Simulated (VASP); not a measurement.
A run of VASP 6.6.1 is set up as follows.

File INCAR:

```
SYSTEM = B3N2
ALGO = Normal
EDIFF = 1E-7
ENCUT = 520
GGA = PE
ISIF = 2
ISMEAR = 0
LASPH = .TRUE.
LCHARG = .FALSE.
LREAL = .FALSE.
LWAVE = .FALSE.
NBANDS = 18
NELM = 60
PREC = Accurate
SIGMA = 0.1
```

File KPOINTS:

```
k-points
0
G
  6 6 6
  0 0 0
```

Contents of POSCAR:

```
B3N2
1.0
    3.3531166673      0.0000000000      0.0000000000
    0.0000000000      3.3531166673      0.0000000000
    0.0000000000      0.0000000000      3.3531166673
B N
3 2
Direct
    0.0000000000      0.5000000000      0.5000000000
    0.5000000000      0.0000000000      0.5000000000
    0.5000000000      0.5000000000      0.0000000000
    0.0000000000      0.0000000000      0.0000000000
    0.5000000000      0.5000000000      0.5000000000
```

Potentials or basis: VASP PAW PBE potentials, release 64 (B, N).

Launch:

```sh
$ cat potpaw_PBE.64/B/POTCAR potpaw_PBE.64/N/POTCAR > POTCAR
$ mpirun -np 1 vasp_std > vasp.out
```

Task: Predict the pressure.

Result: -0.2 GPa.
